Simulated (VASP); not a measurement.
# TiN (Fm-3m) in VASP: a series of runs

The runs below take TiN through electric field gradients, with PBEsol.

Program: VASP 6.6.1. These are calculated values, not measurements. Logs are shortened: lines on timing, memory, paths and dates and some standing lists are left out, and cuts for length are marked.

## (1) The cell of the first run

The structure is cubic, space group Fm-3m (No. 225). The conventional cell has a = 4.327 Å, b = 4.327 Å, c = 4.327 Å, α = 90.00°, β = 90.00°, γ = 90.00°. Within 2.9 Å of Ti (site symmetry m-3m) lie 6 N at 2.16 Å. Within 2.9 Å of N (site symmetry m-3m) lie 6 Ti at 2.16 Å.

## (2) Electric field gradients, PBEsol (volume scaled by 1.06)

File INCAR:

```
SYSTEM = TiN
ALGO = Normal
EDIFF = 1E-8
ENCUT = 520
GGA = PS
GGA_COMPAT = .FALSE.
ISIF = 2
ISMEAR = -1
LASPH = .TRUE.
LCHARG = .FALSE.
LEFG = .TRUE.
LREAL = .FALSE.
LWAVE = .FALSE.
NBANDS = 16
NELM = 120
PREC = Accurate
SIGMA = 0.05
```

File KPOINTS:

```
k-points
0
G
  13 13 13
  0 0 0
```

File POSCAR:

```
TiN
1.0
    0.0000000000      2.1636184092      2.1636184092
    2.1636184092      0.0000000000      2.1636184092
    2.1636184092      2.1636184092      0.0000000000
Ti N
1 1
Direct
    0.0000000000      0.0000000000      0.0000000000
    0.5000000000      0.5000000000      0.5000000000
```

Potentials or basis: VASP PAW PBE potentials, release 64 (Ti_sv, N).

Run with:

```console
cat potpaw_PBE.64/Ti_sv/POTCAR potpaw_PBE.64/N/POTCAR > POTCAR
mpirun -np 1 vasp_std > vasp.out
```

OUTCAR:

```text
SYSTEM = TiN
   EDIFF = 1E-8
   ENCUT = 520
   GGA = PS
   ISIF = 2
   ISMEAR = -1
   LASPH = .TRUE.
   LREAL = .FALSE.
   NELM = 120
   PREC = Accurate

 ion  position               nearest neighbor table
   1  0.000  0.000  0.000-   2 2.16   2 2.16   2 2.16   2 2.16   2 2.16   2 2.16
   2  0.500  0.500  0.500-   1 2.16   1 2.16   1 2.16   1 2.16   1 2.16   1 2.16

  LATTYP: Found a face centered cubic cell.
 ALAT       =     4.3272368184

  Lattice vectors:

 A1 = (   0.0000000000,   2.1636184092,   2.1636184092)
 A2 = (   2.1636184092,   0.0000000000,   2.1636184092)
 A3 = (   2.1636184092,   2.1636184092,   0.0000000000)

Analysis of symmetry for initial positions (statically):
=====================================================================
 Subroutine PRICEL returns:
 Original cell was already a primitive cell.

 Routine SETGRP: Setting up the symmetry group for a
 face centered cubic supercell.

 Subroutine GETGRP returns: Found 48 space group operations
 (whereof 48 operations were pure point group operations)
 out of a pool of 48 trial point group operations.

The static configuration has the point symmetry O_h .

Analysis of symmetry for dynamics (positions and initial velocities):
=====================================================================
 Subroutine PRICEL returns:
 Original cell was already a primitive cell.

 Routine SETGRP: Setting up the symmetry group for a
 face centered cubic supercell.

 Subroutine GETGRP returns: Found 48 space group operations
 (whereof 48 operations were pure point group operations)
 out of a pool of 48 trial point group operations.

The dynamic configuration has the point symmetry O_h .

 Subroutine INISYM returns: Found 48 space group operations
 (whereof 48 operations are pure point group operations),
 and found     1 'primitive' translations

----------------------------------------------------------------------------------------

                                     Primitive cell

  volume of cell :      20.2569

  direct lattice vectors                    reciprocal lattice vectors
     0.000000000  2.163618409  2.163618409    -0.231094355  0.231094355  0.231094355
     2.163618409  0.000000000  2.163618409     0.231094355 -0.231094355  0.231094355
     2.163618409  2.163618409  0.000000000     0.231094355  0.231094355 -0.231094355

  length of vectors
     3.059818498  3.059818498  3.059818498     0.400267164  0.400267164  0.400267164

  position of ions in fractional coordinates (direct lattice)
     0.000000000  0.000000000  0.000000000
     0.500000000  0.500000000  0.500000000

  ion indices of the primitive-cell ions
   primitive index   ion index
                 1           1
                 2           2

----------------------------------------------------------------------------------------

 KPOINTS: k-points

Automatic generation of k-mesh.
 Grid dimensions read from file:
 generate k-points for:   13   13   13

 Generating k-lattice:

  Cartesian coordinates                     Fractional coordinates (reciprocal lattice)
    -0.017776489  0.017776489  0.017776489     0.076923077  0.000000000  0.000000000
     0.017776489 -0.017776489  0.017776489     0.000000000  0.076923077  0.000000000
     0.017776489  0.017776489 -0.017776489     0.000000000  0.000000000  0.076923077

  Length of vectors
     0.030789782  0.030789782  0.030789782

  Shift w.r.t. Gamma in fractional coordinates (k-lattice)
     0.000000000  0.000000000  0.000000000

 Subroutine IBZKPT returns following result:
 ===========================================

 Found     84 irreducible k-points:

 Following reciprocal coordinates:
            Coordinates               Weight
  0.000000  0.000000  0.000000      1.000000
  0.076923  0.000000  0.000000      8.000000
  0.153846  0.000000  0.000000      8.000000
  0.230769  0.000000  0.000000      8.000000
  0.307692  0.000000  0.000000      8.000000
  0.384615  0.000000  0.000000      8.000000
[... 16 lines left out ...]
  0.384615  0.153846  0.000000     24.000000
  0.461538  0.153846  0.000000     24.000000
 [... further k-points ...]
   k-points           NKPTS =     84   k-points in BZ     NKDIM =     84   number of bands    NBANDS=     16
   number of dos      NEDOS =    301   number of ions     NIONS =      2
   total plane-waves  NPLWV =  13824
   dimension x,y,z NGX =    24 NGY =   24 NGZ =   24
   dimension x,y,z NGXF=    48 NGYF=   48 NGZF=   48
   ions per type =               1   1
   NGX,Y,Z   is equivalent  to a cutoff of  13.04, 13.04, 13.04 a.u.
   NGXF,Y,Z  is equivalent  to a cutoff of  26.08, 26.08, 26.08 a.u.
 SYSTEM =  TiN
   PREC   = accura    normal or accurate (medium, high low for compatibility)
   ISTART =      0    job   : 0-new  1-cont  2-samecut
   ICHARG =      2    charge: 1-file 2-atom 10-const
   ISPIN  =      1    spin polarized calculation?
   LNONCOLLINEAR =      F non collinear calculations
   LSORBIT =      F    spin-orbit coupling
   LASPH  =      T    aspherical Exc in radial PAW
   ENCUT  =  520.0 eV  38.22 Ry    6.18 a.u.   5.69  5.69  5.69*2*pi/ulx,y,z
   NELM   =    120;   NELMIN=  2; NELMDL= -5     # of ELM steps
   EDIFF  = 0.1E-07   stopping-criterion for ELM
   LREAL  =      F    real-space projection
   EDIFFG = 0.1E-06   stopping-criterion for IOM
   NSW    =      0    number of steps for IOM
   IBRION =     -1    ionic relax: 0-MD 1-quasi-New 2-CG
   NFREE  =      0    steps in history (QN), initial steepest desc. (CG)
   ISIF   =      2    stress and relaxation
   ISYM   =      2    0-nonsym 1-usesym 2-fastsym
   POTIM  = 0.5000    time-step for ionic-motion
   TEBEG  =    0.0;   TEEND  =   0.0 temperature during run
   PSTRESS=    0.0 pullay stress
   NELECT =      17.0000    total number of electrons
   NUPDOWN=      -1.0000    fix difference up-down
   EMIN   =  10.00;   EMAX   =-10.00  energy-range for DOS
   EFERMI =   0.00;   METHOD = LEGACY
   ISMEAR =    -1;   SIGMA  =   0.05  broadening in eV -4-tet -1-fermi 0-gaus
   EFERMI_NEDOS =   21; number of points for ismear=-14 and -15
   IALGO  =     38    algorithm
   IMIX   =      4    mixing-type and parameters
     AMIX     =   0.40;   BMIX     =  1.00
     AMIX_MAG =   1.60;   BMIX_MAG =  1.00
  volume/ion in A,a.u.               =      10.13        68.35
  Fermi-wavevector in a.u.,A,eV,Ry     =   1.544189  2.918094 32.443362  2.384520
  Thomas-Fermi vector in A             =   2.649745
   LORBIT       =      0    0 simple, 1 ext, 2 COOP (PROOUT), +10 PAW based schemes
   GGA     = PS    functional components
   LHFCALC =     F    Hartree Fock is set to
   AEXX    =    0.0000 exact exchange contribution
   IVDW    =     0    specifies the selected vdW correction
   LEPSILON=     F    determine dielectric tensor
   LRPA    =     F    only Hartree local field effects (RPA)
 non-spin polarized calculation
  energy-cutoff  :      520.00
  volume of cell :       20.26
 maximum number of plane-waves:       557
   NGX = 11   NGY = 11   NGZ = 11

 number of electron      16.9999999 magnetization

 Free energy of the ion-electron system (eV)
  ---------------------------------------------------
  ext. energy  EPLUGINS =         0.00000000
  ---------------------------------------------------
  free energy    TOTEN  =       -20.66920222 eV

  energy without entropy =      -20.66179441  energy(sigma->0) =      -20.66549832

 E-fermi :  10.5341     XC(G=0): -12.8939

 val. band max:       10.4536015664   @ k =  -0.0769   0.0769   0.0000
 cond. band min:      10.5529666843   @ k =  -0.1538   0.1538   0.0000
 fundamental gap:      0.0993651179
 Fermi energy:        10.5340621989

 k-point     1 :       0.0000    0.0000    0.0000
  band No.  band energies     occupation
      1     -47.1843      2.00000
      2     -23.3020      2.00000
      3     -23.3020      2.00000
      4     -23.3020      2.00000
      5      -6.1568      2.00000
      6       8.5751      2.00000
[... 8 lines left out ...]
     15      23.3877      0.00000
     16      29.4398      0.00000

 k-point     2 :       0.0769    0.0000    0.0000
  band No.  band energies     occupation
      1     -47.1800      2.00000
      2     -23.3334      2.00000
      3     -23.3048      2.00000
      4     -23.3048      2.00000
      5      -6.0516      2.00000
      6       7.9582      2.00000
[... 8 lines left out ...]
     15      23.4367      0.00000
     16      29.2845      0.00000

 k-point     3 :       0.1538    0.0000    0.0000
  band No.  band energies     occupation
      1     -47.1680      2.00000
      2     -23.4195      2.00000
      3     -23.3124      2.00000
      4     -23.3124      2.00000
      5      -5.7510      2.00000
      6       6.7791      2.00000
[... 8 lines left out ...]
     15      23.3627      0.00000
     16      28.6991      0.00000

 k-point     4 :       0.2308    0.0000    0.0000
  band No.  band energies     occupation
      1     -47.1511      2.00000
      2     -23.5387      2.00000
      3     -23.3231      2.00000
      4     -23.3231      2.00000
      5      -5.2989      2.00000
      6       5.5025      2.00000
[... 8 lines left out ...]
     15      22.9685      0.00000
     16      27.6025      0.00000

 k-point     5 :       0.3077    0.0000    0.0000
  band No.  band energies     occupation
      1     -47.1330      2.00000
      2     -23.6627      2.00000
      3     -23.3344      2.00000
      4     -23.3344      2.00000
      5      -4.7687      2.00000
      6       4.3215      2.00000
[... 8 lines left out ...]
     15      22.7198      0.00000
     16      26.2973      0.00000

 k-point     6 :       0.3846    0.0000    0.0000
  band No.  band energies     occupation
      1     -47.1180      2.00000
      2     -23.7636      2.00000
      3     -23.3438      2.00000
      4     -23.3438      2.00000
      5      -4.2700      2.00000
      6       3.3839      2.00000
[... 8 lines left out ...]
     15      22.9861      0.00000
     16      25.1670      0.00000
[... 267 lines left out ...]
 k-point    21 :       0.2308    0.1538    0.0000
  band No.  band energies     occupation
      1     -47.1499      2.00000
      2     -23.4857      2.00000
      3     -23.3555      2.00000
      4     -23.3501      2.00000
      5      -5.3758      2.00000
      6       5.3072      2.00000
[... 8 lines left out ...]
     15      23.5839      0.00000
     16      27.2399      0.00000

 k-point    22 :       0.3077    0.1538    0.0000
  band No.  band energies     occupation
      1     -47.1339      2.00000
      2     -23.5867      2.00000
      3     -23.3698      2.00000
      4     -23.3635      2.00000
      5      -4.9903      2.00000
      6       4.6525      2.00000
[... 8 lines left out ...]
     15      23.1038      0.00000
     16      25.9536      0.00000

 k-point    23 :       0.3846    0.1538    0.0000
  band No.  band energies     occupation
      1     -47.1183      2.00000
      2     -23.6832      2.00000
      3     -23.3828      2.00000
      4     -23.3782      2.00000
      5      -4.5757      2.00000
      6       4.0422      2.00000
[... 8 lines left out ...]
     15      22.7727      0.00000
     16      24.8693      0.00000

 k-point    24 :       0.4615    0.1538    0.0000
  band No.  band energies     occupation
      1     -47.1066      2.00000
      2     -23.7531      2.00000
      3     -23.4042      2.00000
      4     -23.3789      2.00000
      5      -4.2268      2.00000
      6       3.5347      2.00000
[... 8 lines left out ...]
     15      22.8737      0.00000
     16      24.0811      0.00000

 [... further k-points ...]

------------------------ aborting loop because EDIFF is reached ----------------------------------------

  FORCE on cell =-STRESS in cart. coord.  units (eV):
  Direction    XX          YY          ZZ          XY          YZ          ZX
  --------------------------------------------------------------------------------------
  -------------------------------------------------------------------------------------
  Total       -2.6832578     -2.6832578     -2.6832578     -0.0000000     -0.0000000      0.0000000
  in kB     -212.2271695   -212.2271695   -212.2271695     -0.0000000     -0.0000000      0.0000000
  external PRESSURE =    -212.2271695 kB  Pullay stress =       0.0000000 kB

 VOLUME and BASIS-vectors are now :
 -----------------------------------------------------------------------------
  energy-cutoff  :      520.00
  volume of cell :       20.26
      direct lattice vectors                 reciprocal lattice vectors
     0.000000000  2.163618409  2.163618409    -0.231094355  0.231094355  0.231094355
     2.163618409  0.000000000  2.163618409     0.231094355 -0.231094355  0.231094355
     2.163618409  2.163618409  0.000000000     0.231094355  0.231094355 -0.231094355

 POSITION                                       TOTAL-FORCE (eV/Angst)
 -----------------------------------------------------------------------------------
      0.00000      0.00000      0.00000         0.000000      0.000000     -0.000000
      2.16362      2.16362      2.16362        -0.000000     -0.000000      0.000000
 -----------------------------------------------------------------------------------
    total drift:                                0.000000     -0.000000     -0.000000

  FREE ENERGIE OF THE ION-ELECTRON SYSTEM (eV)
  ---------------------------------------------------
  free  energy   TOTEN  =       -20.6692022238 eV

  energy  without entropy=      -20.6617944135  energy(sigma->0) =      -20.66549832

 Electric field gradients (V/A^2)
---------------------------------------------------------------------
 ion       V_xx      V_yy      V_zz      V_xy      V_xz      V_yz
---------------------------------------------------------------------
   1       0.000     0.000    -0.000     0.000     0.000     0.000
   2      -0.000    -0.000    -0.000    -0.000    -0.000    -0.000
---------------------------------------------------------------------

 Electric field gradients after diagonalization (V/A^2)
 (convention: |V_zz| > |V_xx| > |V_yy|)
----------------------------------------------------------------------
 ion       V_xx      V_yy      V_zz     asymmetry (V_yy - V_xx)/ V_zz
----------------------------------------------------------------------
   1      -0.000    -0.000     0.001       0.000
   2       0.000     0.000    -0.001       0.000
----------------------------------------------------------------------

           NMR quadrupolar parameters

 Cq : quadrupolar parameter    Cq=e*Q*V_zz/h
 eta: asymmetry parameters     (V_yy - V_xx)/ V_zz
 Q  : nuclear electric quadrupole moment in mb (millibarn)
----------------------------------------------------------------------
 ion       Cq(MHz)       eta       Q (mb)
----------------------------------------------------------------------
   1       0.000       0.000       1.000
   2      -0.000       0.000       1.000
----------------------------------------------------------------------
```

Run time: 18 s. Hardware: 1 thread of Intel Xeon Platinum 8488C (Sapphire Rapids), shared host; peak memory 0.15 GiB.

Results:

- Free energy: -20.6692 eV
- Pressure: -21.2 GPa

Levels at points of the mesh, in eV from the Fermi level:
```
           k point  band 6  band 7  band 8  band 9  band 10  band 11  band 12  band 13
(0.00, 0.00, 0.00)   -1.96   -1.96   -1.96   -0.60    -0.60    -0.60     0.50     0.50
```

Caveat: without QUAD_EFG the Cq values of the log hold for a quadrupole moment of 1 mb, not for the nuclei; the PAW data sets were made with another functional, which shifts forces and pressure a little.

(Continued in part 2 of 2.)
